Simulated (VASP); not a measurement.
# Al8N6O (a cell with a defect) in VASP: further runs

The runs below take Al8N6O (a cell with a defect) through single point, with PBE.

The COD entry that gives the cell may itself be a prediction, so a difference from it is no test against experiment.

Everything below comes from runs of VASP 6.6.1. Logs are shortened: lines on timing, memory, paths and dates and some standing lists are left out, and cuts for length are marked.

## (1) The cell of the first run

The cell holds a defect, 15 atoms: a = 6.288 Å, b = 5.446 Å, c = 5.046 Å, α = 90.00°, β = 90.00°, γ = 90.00°.

## (2) Single point, PBE

Input file INCAR:

```
PREC     = Accurate       # precision mode
ENCUT    = 520            # plane-wave cutoff, eV
EDIFF    = 1E-6           # SCF threshold, eV
ISMEAR   = 0              # smearing method
SIGMA    = 0.05           # smearing width, eV
LREAL    = Auto         
LASPH    = T              # aspherical terms in the spheres
NELM     = 80             # most SCF steps
ALGO     = Normal         # electronic algorithm
ISIF     = 2              # what is computed and relaxed
LWAVE    = F              # write WAVECAR
LCHARG   = F              # write CHGCAR
GGA      = PE             # functional
NELECT   = 58.0         
NBANDS   = 43             # bands
```

Input file KPOINTS:

```
regular mesh
0
Gamma
  2 3 3
```

Input file POSCAR:

```
Al8N6O
1.0
   -3.1440000000     -5.4455680000      0.0000000000
    4.7160000000     -2.7227840000      0.0000000000
    0.0000000000      0.0000000000      5.0460000000
Al N O
8 6 1
Direct
    0.4717532520      0.6396209127      0.0173531510
    0.4931916023      0.3276086509      0.5062059057
    0.2497559783      0.1666121281      0.0124478795
    0.2715518066      0.8427815691      0.5173252081
    0.0019585243      0.6786383800     -0.0218331352
   -0.0123638051      0.2614830782      0.5268295680
    0.7545415247      0.1923673778     -0.0025128815
    0.7576934987      0.8223382867      0.4340392390
    0.4961936057      0.6583118525      0.3838224336
    0.4992711748      0.3285151768      0.8812370194
    0.2441902064      0.1614643785      0.3882039239
    0.2607841434      0.8368652135      0.8883372969
    0.0047204544      0.3451039247      0.8835049544
    0.7363507379      0.1643784394      0.3644284582
   -0.1745857329      0.8720153638      0.7838160920
```

Potentials or basis: VASP PAW PBE potentials, release 64 (Al, N, O).

Started as:

```bash
> cat potpaw_PBE.64/Al/POTCAR potpaw_PBE.64/N/POTCAR potpaw_PBE.64/O/POTCAR > POTCAR
> mpirun -np 1 vasp_std > vasp.out
```

OUTCAR:

```text
PREC = Accurate
   ENCUT = 520
   EDIFF = 1E-6
   ISMEAR = 0
   LREAL = Auto
   LASPH = T
   NELM = 80
   ISIF = 2
   GGA = PE
   NELECT = 58.0

 ion  position               nearest neighbor table
   1  0.472  0.640  0.017-  12 1.83  10 1.84   9 1.86   3 2.93   8 2.94   5 2.97   2 3.00   7 3.02
                             4 3.03   4 3.03   2 3.09   3 3.19   5 3.35
   2  0.493  0.328  0.506-  10 1.89  11 1.90   9 1.90  14 1.91   4 2.99   1 3.00   3 3.05   7 3.06
                             1 3.09   3 3.10   6 3.13   4 3.13   7 3.14   8 3.19   6 3.20   8 3.24
   3  0.250  0.167  0.012-  11 1.90  12 1.90  10 1.92  13 1.93   1 2.93   6 3.00   2 3.05   4 3.06
                             5 3.09   4 3.10   2 3.10   6 3.12   7 3.12   7 3.18   1 3.19   5 3.20
   4  0.272  0.843  0.517-   9 1.86  11 1.86  12 1.87   6 2.90   2 2.99   5 3.01   1 3.03   1 3.03
                             3 3.06   8 3.09   3 3.10   2 3.13   8 3.26   5 3.33
   5  0.002  0.679  0.978-  15 1.82  13 1.88  12 1.90   8 2.87   1 2.97   4 3.01   7 3.07   3 3.09
                             3 3.20   7 3.20   6 3.22   8 3.24   4 3.33   1 3.35
   6  0.988  0.261  0.527-  11 1.84  14 1.86  13 1.86   7 2.82   8 2.83   4 2.90   3 3.00   7 3.07
                             3 3.12   2 3.13   2 3.20   5 3.22
   7  0.755  0.192  0.997-  14 1.86  10 1.86  13 1.87  15 2.10   6 2.82   8 2.99   1 3.02   2 3.06
                             6 3.07   5 3.07   3 3.12   2 3.14   3 3.18   5 3.20
   8  0.758  0.822  0.434-  15 1.84   9 1.89  14 1.90   6 2.83   5 2.87   1 2.94   7 2.99   4 3.09
                             2 3.19   2 3.24   5 3.24   4 3.26
   9  0.496  0.658  0.384-   1 1.86   4 1.86   8 1.89   2 1.90
  10  0.499  0.329  0.881-   1 1.84   7 1.86   2 1.89   3 1.92
  11  0.244  0.161  0.388-   6 1.84   4 1.86   3 1.90   2 1.90
  12  0.261  0.837  0.888-   1 1.83   4 1.87   5 1.90   3 1.90
  13  0.005  0.345  0.884-   6 1.86   7 1.87   5 1.88   3 1.93
  14  0.736  0.164  0.364-   6 1.86   7 1.86   8 1.90   2 1.91
  15  0.825  0.872  0.784-   5 1.82   8 1.84   7 2.10

  LATTYP: Found a simple orthorhombic cell.
 ALAT       =     5.0460000000
 B/A-ratio  =     1.0791850583
 C/A-ratio  =     1.2461355977

  Lattice vectors:

 A1 = (   0.0000000000,   0.0000000000,  -5.0460000000)
 A2 = (   4.7160000000,  -2.7227840000,   0.0000000000)
 A3 = (  -3.1440000000,  -5.4455680000,   0.0000000000)

Analysis of symmetry for initial positions (statically):
=====================================================================
 Subroutine PRICEL returns:
 Original cell was already a primitive cell.

 Routine SETGRP: Setting up the symmetry group for a
 simple orthorhombic supercell.

 Subroutine GETGRP returns: Found  1 space group operations
[... 150 lines left out ...]
  Fermi-wavevector in a.u.,A,eV,Ry     =   1.137758  2.150051 17.612645  1.294493
  Thomas-Fermi vector in A             =   2.274463
   LORBIT       =      0    0 simple, 1 ext, 2 COOP (PROOUT), +10 PAW based schemes
   GGA     = PE    functional components
   LHFCALC =     F    Hartree Fock is set to
   AEXX    =    0.0000 exact exchange contribution
   IVDW    =     0    specifies the selected vdW correction
   LEPSILON=     F    determine dielectric tensor
   LRPA    =     F    only Hartree local field effects (RPA)
 non-spin polarized calculation
 Gauss-broadening in eV      SIGMA  =   0.05
  energy-cutoff  :      520.00
  volume of cell :      172.78
 maximum number of plane-waves:      4672
 NGX is ok and might be reduce to    48
   NGX = 23   NGY = 21   NGZ = 19

 number of electron      58.0000002 magnetization

 Free energy of the ion-electron system (eV)
  ---------------------------------------------------
  ext. energy  EPLUGINS =         0.00000000
  ---------------------------------------------------
  free energy    TOTEN  =      -118.82037611 eV

  energy without entropy =     -118.82037611  energy(sigma->0) =     -118.82037611

 E-fermi :   6.6134     XC(G=0): -10.3355

 val. band max:        6.3854894268   @ k =   0.5000   0.3333   0.3333
 cond. band min:       8.1835771408   @ k =   0.5000  -0.0000   0.0000
 fundamental gap:      1.7980877140
 Fermi energy:         6.6134048474

 k-point     1 :       0.0000    0.0000    0.0000
  band No.  band energies     occupation
      1     -12.2584      2.00000
      2      -9.1612      2.00000
      3      -7.8649      2.00000
      4      -7.8161      2.00000
      5      -7.4453      2.00000
      6      -7.2835      2.00000
[... 429 lines left out ...]
     40      13.5009      0.00000
     41      13.9315      0.00000
 [bands above 41 left out]

------------------------ aborting loop because EDIFF is reached ----------------------------------------

  FORCE on cell =-STRESS in cart. coord.  units (eV):
  Direction    XX          YY          ZZ          XY          YZ          ZX
  --------------------------------------------------------------------------------------
  -------------------------------------------------------------------------------------
  Total      -17.4478251    -16.8893480    -18.2789076     -0.2933060     -0.2061322     -3.0668835
  in kB     -161.7889729   -156.6103650   -169.4953763     -2.7197472     -1.9114084    -28.4383832
  external PRESSURE =    -162.6315714 kB  Pullay stress =       0.0000000 kB

 VOLUME and BASIS-vectors are now :
 -----------------------------------------------------------------------------
  energy-cutoff  :      520.00
  volume of cell :      172.78
      direct lattice vectors                 reciprocal lattice vectors
    -3.144000000 -5.445568000  0.000000000    -0.079516539 -0.137726680  0.000000000
     4.716000000 -2.722784000  0.000000000     0.159033079 -0.091817787  0.000000000
     0.000000000  0.000000000  5.046000000     0.000000000  0.000000000  0.198176774

 POSITION                                       TOTAL-FORCE (eV/Angst)
 -----------------------------------------------------------------------------------
      1.53326     -4.31051      0.08756        -0.003327     -0.041394     -0.181689
     -0.00559     -3.57772      2.55432        -0.103803     -0.110266     -0.124246
      0.00051     -1.81371      0.06281        -0.003176     -0.024698     -0.167469
      3.12080     -3.77347      2.61042        -0.056894      0.090351     -0.287269
      3.19430     -1.85845      4.93583        -0.176818     -0.104315      0.285009
     -1.87197     -6.09020      2.65838         0.602316     -0.546772     -0.393386
     -1.46507     -4.63268      5.03332        -0.484135      0.222307     -0.346566
      1.49596     -6.36512      2.19016        -0.147781     -0.192731      0.579387
      1.54457     -4.49450      1.93677        -0.083065     -0.180308     -0.181276
     -0.02043     -3.61329      4.44672        -0.039118     -0.055203     -0.090938
     -0.00627     -1.76939      1.95888        -0.016731     -0.080860     -0.120070
      3.12675     -3.69872      4.48255         0.025972      0.073227     -0.225046
      1.61267     -0.96535      4.45817         0.012425      0.001997     -0.065501
     -1.53988     -4.45741      1.83891        -0.221942     -0.091501     -0.098971
      1.51732     -6.86916      3.95514         0.696077      1.040168      1.418030
 -----------------------------------------------------------------------------------
    total drift:                                0.000558     -0.003857     -0.000523

  FREE ENERGIE OF THE ION-ELECTRON SYSTEM (eV)
  ---------------------------------------------------
  free  energy   TOTEN  =      -118.8203761065 eV

  energy  without entropy=     -118.8203761065  energy(sigma->0) =     -118.82037611
```

Wall time 87 s (1 thread of Intel Xeon Platinum 8259CL at 2.50GHz (Skylake/Cascade Lake), shared host); peak memory 0.28 GiB.

Results:

| Quantity | Value |
| --- | --- |
| Free energy | -118.8204 eV |
| Largest force | 1.891 eV/Å |

Forces in eV/Å, atoms in the order of the input:
```
Al  -0.003 -0.041 -0.182
Al  -0.104 -0.110 -0.124
Al  -0.003 -0.025 -0.167
Al  -0.057  0.090 -0.287
Al  -0.177 -0.104  0.285
Al   0.602 -0.547 -0.393
Al  -0.484  0.222 -0.347
Al  -0.148 -0.193  0.579
N   -0.083 -0.180 -0.181
N   -0.039 -0.055 -0.091
N   -0.017 -0.081 -0.120
N    0.026  0.073 -0.225
N    0.012  0.002 -0.066
N   -0.222 -0.092 -0.099
O    0.696  1.040  1.418
```

Levels at points of the mesh, in eV from the Fermi level:
```
           k point  band 26  band 27  band 28  band 29  band 30  band 31  band 32  band 33
(0.00, 0.00, 0.00)    -2.01    -1.77    -1.73    -1.53     2.54     2.99     3.59     3.88
(0.50, 0.00, 0.00)    -2.13    -1.98    -1.81    -0.37     1.57     3.38     3.49     3.94
```

Caveat: the k points lie up to 0.50 Å⁻¹ apart; the cell carries a net charge on a neutralising background, which shifts energy and pressure; the cell is charged against a uniform background, so pressure and absolute levels hang on convention.

## (3) Single point, PBE

Input file INCAR:

```
PREC = Accurate ; ENCUT = 520
EDIFF = 1E-6 ; ISMEAR = 0
SIGMA = 0.05 ; LREAL = Auto
LASPH = T ; NELM = 100
ALGO = Normal ; ISIF = 2
LWAVE = F ; LCHARG = T
GGA = PE ; LELF = T
LVHAR = T ; NELECT = 58.0
NBANDS = 43
```

KPOINTS is that of step 2.

Input file POSCAR:

```
Al8N6O
1.0
   -3.1440000000     -5.4455680000      0.0000000000
    4.7160000000     -2.7227840000      0.0000000000
    0.0000000000      0.0000000000      5.0460000000
Al N O
8 6 1
Direct
    0.4898218673      0.6548831740      0.0022694955
    0.5018309373      0.3289616697      0.5003148672
    0.2517957460      0.1669487322      0.0005403860
    0.2609020966      0.8409319427      0.5013553869
    0.0001951616      0.6681723633     -0.0121906782
    0.0043496569      0.3213543528      0.5034482062
    0.7529349127      0.1804892793      0.0035837733
    0.7480502743      0.8350413067      0.4909435987
    0.5046663332      0.6648923537      0.3806535849
    0.5032875643      0.3286128311      0.8793692311
    0.2510185995      0.1670153719      0.3795980518
    0.2487309952      0.8320128734      0.8792750431
    0.0007265431      0.3382447551      0.8801592315
    0.7555128676      0.1628420716      0.3811332300
    0.0012123444      0.6667871225      0.3775733922
```

Potentials or basis: VASP PAW PBE potentials, release 64 (Al, N, O).

Started as:

```bash
> cat potpaw_PBE.64/Al/POTCAR potpaw_PBE.64/N/POTCAR potpaw_PBE.64/O/POTCAR > POTCAR
> mpirun -np 1 vasp_std > vasp.out
```

It took 61 s on 1 thread of Intel Xeon 6975P-C (Granite Rapids), shared host; peak memory 0.27 GiB.

The run converged. Its results:

```yaml
Free_energy: -120.3149 eV
Largest_force: 0.011 eV/Å
```

Forces on the atoms (eV/Å):
```
Al  -0.001  0.008  0.008
Al  -0.003  0.000 -0.004
Al   0.004 -0.001 -0.001
Al   0.001 -0.005  0.003
Al   0.000 -0.006 -0.003
Al  -0.004  0.005  0.000
Al   0.007 -0.004  0.000
Al   0.000  0.001  0.003
N   -0.001  0.008  0.004
N   -0.001  0.005 -0.007
N   -0.002 -0.002 -0.005
N    0.004 -0.011 -0.001
N   -0.008  0.004 -0.003
N    0.006 -0.003  0.001
O   -0.002  0.000  0.004
```

Levels at points of the mesh, in eV from the Fermi level:
```tsv
k point	band 27	band 28	band 29	band 30	band 31	band 32
(0.00, 0.00, 0.00)	-1.56	-1.33	-1.19	3.08	3.42	3.67
(0.50, 0.00, 0.00)	-1.50	-1.31	-0.26	1.93	3.36	3.74
```

Caveat: the k points lie up to 0.50 Å⁻¹ apart; the cell carries a net charge on a neutralising background, which shifts energy and pressure; the cell is charged against a uniform background, so pressure and absolute levels hang on convention.

## (4) Single point, PBE

Input file INCAR:

```
PREC = Accurate ; ENCUT = 520
EDIFF = 1E-7 ; ISMEAR = 0
SIGMA = 0.05 ; LREAL = Auto
LASPH = T ; NELM = 80
ALGO = Normal ; ISIF = 2
LWAVE = F ; LCHARG = T
GGA = PE ; LELF = T
LVHAR = T ; NELECT = 58.0
NBANDS = 43
```

Input file KPOINTS:

```
Automatic mesh
0
Gamma
  2 3 3
```

Input file POSCAR:

```
Al8N6O
1.0
   -3.1440000000     -5.4455680000      0.0000000000
    4.7160000000     -2.7227840000      0.0000000000
    0.0000000000      0.0000000000      5.0460000000
Al N O
8 6 1
Direct
    0.4907657240      0.6584787023      0.0026691477
    0.4999105363      0.3323843640      0.5018279996
    0.2497743265      0.1704719384      0.0015368486
    0.2618069705      0.8445469626      0.5036210683
    0.0037163338      0.6643687772     -0.0074064303
   -0.0012609321      0.3186438636      0.5047420201
    0.7473706202      0.1780699481      0.0045346789
    0.7513618431      0.8311583410      0.4890880375
    0.5028704514      0.6673131155      0.3806015672
    0.5006344754      0.3323919727      0.8808613973
    0.2484577193      0.1707572662      0.3805755863
    0.2470657825      0.8345192341      0.8819646854
   -0.0038230610      0.3366074443      0.8822512129
    0.7509126117      0.1610555718      0.3813151981
   -0.2495637015      0.8325656581      0.8788169824
```

Started as:

```bash
> cat potpaw_PBE.64/Al/POTCAR potpaw_PBE.64/N/POTCAR potpaw_PBE.64/O/POTCAR > POTCAR
> mpirun -np 1 vasp_std > vasp.out
```

Wall time 1.7 min (1 thread of Intel Xeon 6975P-C (Granite Rapids), shared host); peak memory 0.27 GiB.

The run converged. Its results:

| Property | Result |
| --- | --- |
| Free energy | -120.3150 eV |
| Largest force | 0.012 eV/Å |

Forces on the atoms (eV/Å):
```
Al  -0.004  0.002  0.002
Al   0.002  0.002  0.000
Al  -0.004 -0.007 -0.003
Al  -0.008 -0.008  0.003
Al   0.003  0.006 -0.007
Al   0.000 -0.001  0.007
Al   0.004  0.005  0.009
Al  -0.001  0.002 -0.002
N   -0.003  0.010 -0.004
N    0.001  0.001 -0.007
N    0.002  0.001 -0.007
N    0.006  0.001  0.003
N   -0.005  0.002  0.005
N    0.007 -0.007 -0.003
O   -0.001 -0.008  0.004
```

Levels at points of the mesh, in eV from the Fermi level:
```
           k point  band 25  band 26  band 27  band 28  band 29  band 30  band 31  band 32  band 33  band 34
(0.00, 0.00, 0.00)    -1.98    -1.63    -1.56    -1.34    -1.19     3.07     3.42     3.66     3.94     4.90
(0.50, 0.00, 0.00)    -2.03    -2.03    -1.50    -1.31    -0.26     1.93     3.36     3.73     4.58     4.75
```

Caveat: the k points lie up to 0.50 Å⁻¹ apart; the cell carries a net charge on a neutralising background, which shifts energy and pressure; the cell is charged against a uniform background, so pressure and absolute levels hang on convention.
